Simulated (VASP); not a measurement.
# SnSe2 (P-3m1) in VASP: further runs

The runs below take SnSe2 through single point, with PBE.

Everything below comes from runs of VASP 6.6.1. Logs are shortened: lines on timing, memory, paths and dates and some standing lists are left out, and cuts for length are marked.

## Step 1: The cell of the first run

The structure is trigonal, space group P-3m1 (No. 164). Conventional cell: a = 3.811 Å, b = 3.811 Å, c = 6.136 Å, α = 90.00°, β = 90.00°, γ = 120.00°. Within 3.5 Å of Sn (site symmetry -3m) lie 6 Se at 2.68 Å. Se (site symmetry 3m) has 3 Sn at 2.68 Å within 3.5 Å.

## Step 2: Single point, PBE

Contents of INCAR:

```
SYSTEM = SnSe2
  ALGO = Normal
  EDIFF = 1E-6
  ENCUT = 520
  GGA = PE
  ISIF = 2
  ISMEAR = 0
  LASPH = .True.
  LCHARG = .True.
  LELF = .True.
  LREAL = .False.
  LVHAR = .True.
  LWAVE = .False.
  NBANDS = 20
  NELM = 80
  PREC = Accurate
  SIGMA = 0.01
```

Contents of KPOINTS:

```
k-points
0
Gamma
  12 12 4
  0 0 0
```

Contents of POSCAR:

```
SnSe2
1.0
    3.8110000000      0.0000000000      0.0000000000
   -1.9055000000      3.3004230000      0.0000000000
    0.0000000000      0.0000000000      6.1360000000
Sn Se
1 2
Direct
    0.0000000000      0.0000000000      0.0000000000
    0.3333333333      0.6666666667      0.2490000000
    0.6666666667      0.3333333333      0.7510000000
```

Potentials or basis: VASP PAW PBE potentials, release 64 (Sn_d, Se).

Started as:

```
> cat potpaw_PBE.64/Sn_d/POTCAR potpaw_PBE.64/Se/POTCAR > POTCAR
> mpirun -np 1 vasp_std > vasp.out
```

OUTCAR:

```text
SYSTEM = SnSe2
   EDIFF = 1E-6
   ENCUT = 520
   GGA = PE
   ISIF = 2
   ISMEAR = 0
   LASPH = .True.
   LREAL = .False.
   NELM = 80
   PREC = Accurate

 ion  position               nearest neighbor table
   1  0.000  0.000  0.000-   2 2.68   3 2.68   3 2.68   2 2.68   3 2.68   2 2.68
   2  0.333  0.667  0.249-   1 2.68   1 2.68   1 2.68
   3  0.667  0.333  0.751-   1 2.68   1 2.68   1 2.68

  LATTYP: Found a hexagonal cell.
 ALAT       =     3.8110000000
 C/A-ratio  =     1.6100760955

  Lattice vectors:

 A1 = (   3.8110000000,   0.0000000000,   0.0000000000)
 A2 = (  -1.9055000000,   3.3004230000,   0.0000000000)
 A3 = (   0.0000000000,   0.0000000000,   6.1360000000)

Analysis of symmetry for initial positions (statically):
=====================================================================
 Subroutine PRICEL returns:
 Original cell was already a primitive cell.

 Routine SETGRP: Setting up the symmetry group for a
 hexagonal supercell.

 Subroutine GETGRP returns: Found 12 space group operations
 (whereof 12 operations were pure point group operations)
 out of a pool of 24 trial point group operations.

The static configuration has the point symmetry D_3d.

Analysis of symmetry for dynamics (positions and initial velocities):
=====================================================================
 Subroutine PRICEL returns:
 Original cell was already a primitive cell.

 Routine SETGRP: Setting up the symmetry group for a
 hexagonal supercell.

 Subroutine GETGRP returns: Found 12 space group operations
 (whereof 12 operations were pure point group operations)
 out of a pool of 24 trial point group operations.

The dynamic configuration has the point symmetry D_3d.

 Subroutine INISYM returns: Found 12 space group operations
 (whereof 12 operations are pure point group operations),
 and found     1 'primitive' translations

----------------------------------------------------------------------------------------

                                     Primitive cell

  volume of cell :      77.1781

[... 80 lines left out ...]
 SYSTEM =  SnSe2
   PREC   = accura    normal or accurate (medium, high low for compatibility)
   ISTART =      0    job   : 0-new  1-cont  2-samecut
   ICHARG =      2    charge: 1-file 2-atom 10-const
   ISPIN  =      1    spin polarized calculation?
   LNONCOLLINEAR =      F non collinear calculations
   LSORBIT =      F    spin-orbit coupling
   LASPH  =      T    aspherical Exc in radial PAW
   ENCUT  =  520.0 eV  38.22 Ry    6.18 a.u.   7.09  7.09 11.41*2*pi/ulx,y,z
   NELM   =     80;   NELMIN=  2; NELMDL= -5     # of ELM steps
   EDIFF  = 0.1E-05   stopping-criterion for ELM
   LREAL  =      F    real-space projection
   EDIFFG = 0.1E-04   stopping-criterion for IOM
   NSW    =      0    number of steps for IOM
   IBRION =     -1    ionic relax: 0-MD 1-quasi-New 2-CG
   NFREE  =      0    steps in history (QN), initial steepest desc. (CG)
   ISIF   =      2    stress and relaxation
   ISYM   =      2    0-nonsym 1-usesym 2-fastsym
   POTIM  = 0.5000    time-step for ionic-motion
   TEBEG  =    0.0;   TEEND  =   0.0 temperature during run
   PSTRESS=    0.0 pullay stress
   NELECT =      26.0000    total number of electrons
   NUPDOWN=      -1.0000    fix difference up-down
   EMIN   =  10.00;   EMAX   =-10.00  energy-range for DOS
   EFERMI =   0.00;   METHOD = LEGACY
   ISMEAR =     0;   SIGMA  =   0.01  broadening in eV -4-tet -1-fermi 0-gaus
   EFERMI_NEDOS =   21; number of points for ismear=-14 and -15
   IALGO  =     38    algorithm
   IMIX   =      4    mixing-type and parameters
     AMIX     =   0.40;   BMIX     =  1.00
     AMIX_MAG =   1.60;   BMIX_MAG =  1.00
  volume/ion in A,a.u.               =      25.73       173.61
  Fermi-wavevector in a.u.,A,eV,Ry     =   1.139116  2.152617 17.654721  1.297585
  Thomas-Fermi vector in A             =   2.275820
   LORBIT       =      0    0 simple, 1 ext, 2 COOP (PROOUT), +10 PAW based schemes
   GGA     = PE    functional components
   LHFCALC =     F    Hartree Fock is set to
   AEXX    =    0.0000 exact exchange contribution
   IVDW    =     0    specifies the selected vdW correction
   LEPSILON=     F    determine dielectric tensor
   LRPA    =     F    only Hartree local field effects (RPA)
 non-spin polarized calculation
 Gauss-broadening in eV      SIGMA  =   0.01
  energy-cutoff  :      520.00
  volume of cell :       77.18
 maximum number of plane-waves:      2109
   NGX = 15   NGY = 15   NGZ = 23

 number of electron      26.0000006 magnetization

 Free energy of the ion-electron system (eV)
  ---------------------------------------------------
  ext. energy  EPLUGINS =         0.00000000
  ---------------------------------------------------
  free energy    TOTEN  =       -11.74787279 eV

  energy without entropy =      -11.74787279  energy(sigma->0) =      -11.74787279

 E-fermi :   4.2660     XC(G=0):  -9.4551

 val. band max:        4.2099120778   @ k =   0.0833   0.0833   0.0000
 cond. band min:       4.9837589275   @ k =   0.5000   0.0000   0.2500
 fundamental gap:      0.7738468497
 Fermi energy:         4.2659558128

 k-point     1 :       0.0000    0.0000    0.0000
  band No.  band energies     occupation
      1     -17.0965      2.00000
      2     -17.0965      2.00000
      3     -17.0574      2.00000
      4     -17.0424      2.00000
      5     -17.0424      2.00000
      6      -9.8299      2.00000
[... 541 lines left out ...]
     19      12.2771      0.00000
     20      13.0466      0.00000

 [... further k-points ...]

------------------------ aborting loop because EDIFF is reached ----------------------------------------

  FORCE on cell =-STRESS in cart. coord.  units (eV):
  Direction    XX          YY          ZZ          XY          YZ          ZX
  --------------------------------------------------------------------------------------
  -------------------------------------------------------------------------------------
  Total        2.4592133      2.4592135      3.2027355      0.0000000      0.0000000      0.0000000
  in kB       51.0520129     51.0520186     66.4871544      0.0000000      0.0000000      0.0000000
  external PRESSURE =      56.1970620 kB  Pullay stress =       0.0000000 kB

 VOLUME and BASIS-vectors are now :
 -----------------------------------------------------------------------------
  energy-cutoff  :      520.00
  volume of cell :       77.18
      direct lattice vectors                 reciprocal lattice vectors
     3.811000000  0.000000000  0.000000000     0.262398321  0.151495733  0.000000000
    -1.905500000  3.300423000  0.000000000     0.000000000  0.302991465  0.000000000
     0.000000000  0.000000000  6.136000000     0.000000000  0.000000000  0.162972621

 POSITION                                       TOTAL-FORCE (eV/Angst)
 -----------------------------------------------------------------------------------
      0.00000      0.00000      0.00000         0.000000     -0.000000      0.000000
     -0.00000      2.20028      1.52786         0.000000      0.000000      0.808038
      1.90550      1.10014      4.60814        -0.000000     -0.000000     -0.808038
 -----------------------------------------------------------------------------------
    total drift:                                0.000000      0.000000      0.000000

  FREE ENERGIE OF THE ION-ELECTRON SYSTEM (eV)
  ---------------------------------------------------
  free  energy   TOTEN  =       -11.7478727886 eV

  energy  without entropy=      -11.7478727886  energy(sigma->0) =      -11.74787279
```

OSZICAR:

```text
N       E                     dE             d eps       ncg     rms          rms(c)
DAV:   1     0.207845319887E+03    0.20785E+03   -0.12241E+04  2828   0.148E+03
DAV:   2     0.119554043799E+02   -0.19589E+03   -0.18816E+03  2912   0.388E+02
DAV:   3    -0.111780726742E+02   -0.23133E+02   -0.22525E+02  3380   0.115E+02
DAV:   4    -0.120028507308E+02   -0.82478E+00   -0.82347E+00  3244   0.226E+01
DAV:   5    -0.120227865836E+02   -0.19936E-01   -0.19934E-01  3900   0.370E+00    0.524E+00
DAV:   6    -0.117682219583E+02    0.25456E+00   -0.49256E-01  4216   0.752E+00    0.338E+00
DAV:   7    -0.117476105270E+02    0.20611E-01   -0.16851E-01  3292   0.263E+00    0.102E+00
DAV:   8    -0.117473328636E+02    0.27766E-03   -0.13056E-02  3516   0.116E+00    0.289E-01
DAV:   9    -0.117478339363E+02   -0.50107E-03   -0.15645E-03  3152   0.300E-01    0.884E-02
DAV:  10    -0.117478405296E+02   -0.65933E-05   -0.11108E-04  3696   0.759E-02    0.344E-02
DAV:  11    -0.117478719923E+02   -0.31463E-04   -0.42505E-05  3084   0.362E-02    0.660E-03
DAV:  12    -0.117478727886E+02   -0.79626E-06   -0.22325E-06  2980   0.108E-02
   1 F= -.11747873E+02 E0= -.11747873E+02  d E =-.134399E-17
```

stdout:

```text
POSCAR found type information on POSCAR SnSe
 POSCAR found :  2 types and       3 ions
 scaLAPACK will be used
 LDA part: xc-table for (Slater+PW92), standard interpolation
 POSCAR, INCAR and KPOINTS ok, starting setup
 FFT: planning ... GRIDC
 FFT: planning ... GRID_SOFT
 FFT: planning ... GRID
 WAVECAR not read
 entering main loop
```

It took 76 s on 1 thread of AMD EPYC 9R45 (Zen 5), shared host; peak memory 0.21 GiB.

What came out:

| Property | Result |
| --- | --- |
| Free energy | -11.7479 eV |
| Pressure | 5.6 GPa |
| Largest force | 0.808 eV/Å |
| Band gap on the k mesh | 0.77 eV, indirect (least direct gap 1.09 eV) |

Forces on the atoms (eV/Å):
```
Sn   0.000  0.000  0.000
Se   0.000  0.000  0.808
Se   0.000  0.000 -0.808
```

Caveat: spin-orbit coupling is left out, which moves the levels of the heavy elements; this functional lacks dispersion, which binds the layers, so the pressure and a relaxed spacing across them are unreliable.

## Step 3: Single point, PBE

Contents of INCAR:

```
  ALGO = Normal
  EDIFF = 1E-7
  ENCUT = 520
  GGA = PE
  ISIF = 2
  ISMEAR = 0
  LASPH = T
  LCHARG = T
  LELF = T
  LREAL = F
  LVHAR = T
  LWAVE = F
  NBANDS = 20
  NELM = 80
  PREC = Accurate
  SIGMA = 0.01
```

Contents of KPOINTS:

```
k-points
0
Gamma
  12 12 6
```

POSCAR is that of step 2.

Potentials or basis: VASP PAW PBE potentials, release 64 (Sn_d, Se).

Started as:

```
> cat potpaw_PBE.64/Sn_d/POTCAR potpaw_PBE.64/Se/POTCAR > POTCAR
> mpirun -np 1 vasp_std > vasp.out
```

It took 2.4 min on 1 thread of AMD EPYC 9R45 (Zen 5), shared host; peak memory 0.25 GiB.

It converged, with:

```
Free energy            : -11.7479 eV
Pressure               : 5.6 GPa
Largest force          : 0.806 eV/Å
Band gap on the k mesh : 0.72 eV, indirect (least direct gap 1.09 eV)
```

Forces on the atoms (eV/Å):
```
Sn   0.000  0.000  0.000
Se   0.000  0.000  0.806
Se   0.000  0.000 -0.806
```

Stress tensor (GPa, compression positive):
```
5.11 0.00 0.00
0.00 5.11 0.00
0.00 0.00 6.63
```

Levels at points of the mesh, in eV from the valence-band top:
```tsv
k point	band 10	band 11	band 12	band 13	band 14	band 15	band 16	band 17
(0.00, 0.00, 0.00)	-0.74	-0.43	-0.43	-0.04	1.05	2.90	4.60	4.60
(0.50, 0.00, 0.00)	-2.94	-2.72	-1.24	-0.35	1.11	3.76	5.41	5.45
(0.00, 0.00, 0.50)	-0.83	-0.83	-0.28	-0.28	2.41	2.88	4.33	4.33
(0.50, 0.00, 0.50)	-2.56	-2.03	-0.88	-0.73	0.83	4.22	4.81	5.80
```

Caveat: spin-orbit coupling is left out, which moves the levels of the heavy elements; this functional lacks dispersion, which binds the layers, so the pressure and a relaxed spacing across them are unreliable.
